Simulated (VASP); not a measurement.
CdI4:

```
CELL_PARAMETERS angstrom
6.07830 0.00000 0.00000
0.00000 6.07830 0.00000
0.00000 0.00000 6.07830
ATOMIC_POSITIONS crystal
Cd 0.50000 0.50000 0.50000
I 0.50000 0.00000 0.00000
I 0.00000 0.50000 0.00000
I 0.00000 0.00000 0.50000
I 0.00000 0.00000 0.00000
```

The cell was built from a structure type or drawn by symmetry, and may not be a known phase.

```yaml
Program: VASP 6.6.1
Task: relaxation of cell and atoms
Functional: PBE
Potentials_or_basis: VASP PAW PBE potentials, release 64 (Cd, I)
Cutoff: 600 eV
k_mesh: 4 × 4 × 4
Occupations: gaussian, width 0.1 eV
Spin: no spin polarisation
```

At the start: pressure 1.4 GPa; volume 44.91 Å³/atom.

Problem. How do energy, volume and symmetry change on relaxing?

Solution. Over 3 steps the energy falls by 14.4 meV/atom and the volume is 48.77 Å³/atom (+8.6 %); space group Pm-3m (No. 221, to 0.1 Å) before and after.

Step by step:
```
step  energy change (eV)  largest force (eV/Å)  pressure (GPa)  volume (Å³)
   1              0.0000                0.0000            1.35       224.57
   2             -0.0652                0.0000            0.37       237.10
   3             -0.0720                0.0000           -0.04       243.86
```

Final structure:
```cif
data_structure
_symmetry_space_group_name_H-M 'P 1'
_symmetry_Int_Tables_number 1
_cell_length_a 6.2476
_cell_length_b 6.2476
_cell_length_c 6.2476
_cell_angle_alpha 90.000
_cell_angle_beta 90.000
_cell_angle_gamma 90.000
_cell_volume 243.86
loop_
_atom_site_label
_atom_site_type_symbol
_atom_site_fract_x
_atom_site_fract_y
_atom_site_fract_z
_atom_site_occupancy
Cd1 Cd 0.50000 0.50000 0.50000 1
I1 I 0.50000 0.00000 0.00000 1
I2 I 0.00000 0.50000 0.00000 1
I3 I 0.00000 0.00000 0.50000 1
I4 I 0.00000 0.00000 0.00000 1
```
